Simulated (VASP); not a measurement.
A run of VASP 6.6.1 is set up as follows.

POSCAR

```
InSb
1.0
    0.0000000000      3.3615008441      3.3615008441
    3.3615008441      0.0000000000      3.3615008441
    3.3615008441      3.3615008441      0.0000000000
In Sb
1 1
Direct
    0.0000000000      0.0000000000      0.0000000000
    0.2500000000      0.2500000000      0.2500000000
```

INCAR.step1

```
PREC = Accurate ; ENCUT = 520
ISMEAR = -1 ; SIGMA = 0.02
LREAL = F ; LASPH = T
NELM = 100 ; NBANDS = 16
GGA = PE ; ALGO = Normal
EDIFF = 1E-4 ; LWAVE = T
LCHARG = F
```

Contents of INCAR.step2:

```
PREC = Accurate ; ENCUT = 520
EDIFF = 1E-6 ; ISMEAR = -1
SIGMA = 0.02 ; LREAL = F
LASPH = T ; NELM = 100
ALGO = Normal ; ISIF = 2
LWAVE = F ; LCHARG = F
METAGGA = R2SCAN ; LMIXTAU = T
NBANDS = 16 ; ISTART = 1
```

The input KPOINTS:

```
regular mesh
0
Gamma
  6 6 6
```

Potentials or basis: VASP PAW PBE potentials, release 64 (In_d, Sb).

The run is started by

```sh
$ cat potpaw_PBE.64/In_d/POTCAR potpaw_PBE.64/Sb/POTCAR > POTCAR
$ cp INCAR.step1 INCAR
$ mpirun -np 1 vasp_std > vasp.out
$ cp INCAR.step2 INCAR
$ mpirun -np 1 vasp_std > vasp.out
```

(1) Estimate the pressure.

(2) What does it give for the band gap on the k mesh?

Results:

(1) -2.7 GPa.

(2) zero (filled and empty bands touch).

Caveat: the cell differs from its parent crystal (strain +2.5%); semilocal functionals underestimate gaps, and a narrow one can read as zero; the PAW data sets were made with another functional, which shifts forces and pressure a little; spin-orbit coupling is left out, which moves the levels of the heavy elements.
